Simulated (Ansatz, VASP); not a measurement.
Two plane-wave programs on CsH

```xyz
2
Lattice="0.0000 2.9888 2.9888 2.9888 0.0000 2.9888 2.9888 2.9888 0.0000" Properties=species:S:1:pos:R:3 pbc="T T T"
Cs    0.0000    0.0000    0.0000
H     2.9888    2.9888    2.9888
```

Alike in both runs: task single point; functional LDA; k mesh 8 × 8 × 8; occupations gaussian, width 0.02 eV; no spin polarisation.

```csv
,VASP,Ansatz
version,VASP 6.6.1,Ansatz 0.2.0
potentials or method,"VASP PAW LDA potentials, release 64 (Cs_sv, H), cutoff 520 eV","scalar-relativistic, plane waves, PAW"
valence electrons in the cell,10,10
```

VASP gave:

```
gap on the k mesh at the Fermi level (eV) : 1.61
least direct gap on the mesh (eV)         : 1.61
pressure (GPa)                            : 0.9
```

Which values does Ansatz return?

gap on the k mesh at the Fermi level (eV): 1.64; least direct gap on the mesh (eV): 1.64; pressure (GPa): 0.8.

LDA's correlation is that of Perdew and Zunger in VASP and of Perdew and Wang (1992) in Ansatz.

Spin-orbit coupling is off throughout.
